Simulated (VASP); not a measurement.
Al: single point with PBE+D3(BJ)

Al:

```xyz
1
Lattice="0.0299 1.9914 1.9914 1.9914 0.0299 1.9914 2.0212 2.0212 0.0000" Properties=species:S:1:pos:R:3 pbc="T T T"
Al    0.0000    0.0000    0.0000
```

This cell differs from its parent crystal: strain +0.0300 x Voigt [0, 0, 0, 0, 0, 1].

```json
{
  "Program": "VASP 6.6.1",
  "Task": "single point",
  "Functional": "PBE",
  "Dispersion": "D3(BJ)",
  "Potentials or basis": "VASP PAW PBE potentials, release 64 (Al)",
  "Cutoff": "520 eV",
  "k mesh": "26 × 26 × 26",
  "Occupations": "gaussian, width 0.15 eV",
  "Spin": "no spin polarisation",
  "Dipole correction": "no",
  "Further INCAR settings": "ALGO = Fast; EDIFF = 1e-06; NBANDS = 8"
}
```

- Pressure: 0.1 GPa
- Dispersion energy per atom: -0.352 eV

Stress tensor (GPa, compression positive):
```
 0.12 -1.42  0.00
-1.42  0.12  0.00
 0.00  0.00 -0.04
```

Levels at points of the mesh, in eV from the Fermi level:
| k point | band 1 | band 2 | band 3 | band 4 | band 5 |
| --- | --- | --- | --- | --- | --- |
| (0.00, 0.00, 0.00) | -11.45 | 12.37 | 12.83 | 13.35 | 14.15 |
| (0.50, 0.00, 0.00) | -4.70 | -4.26 | 11.23 | 11.50 | 11.73 |
| (0.50, 0.50, 0.00) | -3.04 | -1.63 | 5.20 | 5.24 | 6.36 |
| (0.00, 0.00, 0.50) | -4.86 | -4.64 | 11.56 | 11.98 | 12.10 |
| (0.50, 0.00, 0.50) | -3.04 | -1.62 | 5.26 | 5.80 | 5.80 |

It took 2.6 min on 1 thread of Intel Xeon 6975P-C, on a shared host, peak memory 0.38 GiB.

Caveat: the cell differs from its parent crystal (strain +0.0300 x Voigt [0, 0, 0, 0, 0, 1]); pairwise dispersion overbinds metals, which lowers pressure and volume.
